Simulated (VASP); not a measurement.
A run of VASP 6.6.1:

INCAR

```
SYSTEM = Si32PC30
PREC = Accurate
ENCUT = 520
EDIFF = 1E-6
ISMEAR = 0
SIGMA = 0.05
LREAL = Auto
LASPH = .TRUE.
NELM = 150
ALGO = Normal
ISIF = 2
LWAVE = .FALSE.
LCHARG = .FALSE.
ISPIN = 2
MAGMOM = 0 0 0 0 0 0 0 0 0 0 0 0 0 0 0 0 0 0 0 0 0 0 0 0 0 0 0 0 0 0 0 0 0 0 0 0 0 0 0 0 0 0 0 0 0 0 0 0 0 0 0 0 0 0 0 0 0 0 0 0 0 0 0
LORBIT = 11
GGA = PE
NBANDS = 168
```

File KPOINTS:

```
Automatic mesh
0
G
  1 1 1
  0 0 0
```

File POSCAR:

```
Si32PC30
1.0
    8.7079860000      0.0000000000      0.0000000000
    0.0000000000      8.7079860000      0.0000000000
    0.0000000000      0.0000000000      8.7079860000
Si C P
32 30 1
Direct
    0.6345085993      0.1150278606      0.1219898608
    0.8726227856      0.3739996826      0.1262516959
    0.8753795654      0.1207427297      0.3771147542
    0.1244618446      0.1245074349      0.1230305147
    0.3380641632      0.4114595499      0.0445055837
    0.6250214458      0.6250606053      0.1230282180
    0.8792165031      0.8703056022      0.1222025391
    0.3754698274      0.1246742932      0.3849739768
    0.6247686893      0.3740057690      0.3849082899
    0.8765250656      0.6225159296      0.3756260058
    0.6259950349      0.1235346497      0.6263654994
    0.8736756122      0.3736227872      0.6232309055
    0.8734333059      0.1216315690      0.8766929575
    0.1300704893      0.6194604585      0.1114580340
    0.3755319542      0.8769012720      0.1262502030
    0.1105132691      0.3516056411      0.3946271847
    0.3979193352      0.6390313443      0.3946307447
    0.6287963715      0.8741358794      0.3771126871
    0.1218292037      0.1143566377      0.6314101791
    0.3757748347      0.3737537015      0.6311840648
    0.6351675347      0.6276884230      0.6314101791
    0.8765017537      0.8730197775      0.6248011882
    0.3758777288      0.1192458279      0.8718327062
    0.6302842012      0.3736441469      0.8718269644
    0.8751625232      0.6247408988      0.8764632832
    0.1269974481      0.8729937095      0.3756280729
    0.1251932422      0.6243267961      0.6231758985
    0.3758951840      0.8758334017      0.6232490498
    0.1153119677      0.3746637856      0.8675350420
    0.3748584345      0.6342066926      0.8675358458
    0.6278938666      0.8760936226      0.8766946800
    0.1247855704      0.8743619937      0.8764651206
    0.4998248734      0.0011247147      0.0023873488
    0.7484091040      0.2497029738      0.0023811476
    0.7544076208     -0.0048794291      0.2518859125
   -0.0000854388     -0.0011442370      0.0004506208
    0.2411005254      0.2399856867     -0.0159784363
    0.5095411270      0.5084182496     -0.0159855562
    0.7506679501      0.7496115635      0.0004470609
    0.2532653360      0.0053817266      0.2507494844
    0.7441408381      0.4962611332      0.2507481064
    0.5030589163     -0.0001829355      0.4995934766
    0.7496840257      0.2464773140      0.4995805000
    0.7511746114     -0.0016492907      0.7501363691
   -0.0045956666      0.4963531177     -0.0004906990
    0.2531769114      0.7541238583     -0.0004916177
   -0.0032717094      0.2465405893      0.2495182009
    0.5029915069      0.7528035759      0.2495170525
    0.0007893903     -0.0040407736      0.4996420527
    0.2487553379      0.2407270751      0.5156766444
    0.5087905516      0.5007756099      0.5156838791
    0.7535688505      0.7487281215      0.4996444643
    0.2510634491     -0.0070351514      0.7507159520
    0.5017807792      0.2477405223      0.7522068823
    0.7565664437      0.4984599194      0.7507141146
    0.0072798693      0.7422446476      0.2476416476
    0.0001931560      0.4979785222      0.5004389075
    0.2515379561      0.7493351505      0.5004443048
   -0.0062469094      0.2458839507      0.7474661764
    0.2484292005      0.5010890004      0.7489230001
    0.5036418295      0.7557687851      0.7474739854
    0.0008248750      0.7487015941      0.7506684094
    0.3063535013      0.4431974282      0.2762482622
```

Potentials or basis: VASP PAW PBE potentials, release 64 (Si, C, P).

Command:

```bash
$ cat potpaw_PBE.64/Si/POTCAR potpaw_PBE.64/C/POTCAR potpaw_PBE.64/P/POTCAR > POTCAR
$ mpirun -np 1 vasp_gam > vasp.out
```

Hardware: 1 thread of Intel(R) Xeon(R) Platinum 8259CL CPU @ 2.50GHz (Skylake/Cascade Lake) (shared host).

Problem. Estimate the wall time of this run.

Solution. It took 7.3 min on 1 thread of Intel(R) Xeon(R) Platinum 8259CL CPU @ 2.50GHz (Skylake/Cascade Lake) (shared host), peak memory 0.98 GiB. Counts: scf iterations 18, k points 1.
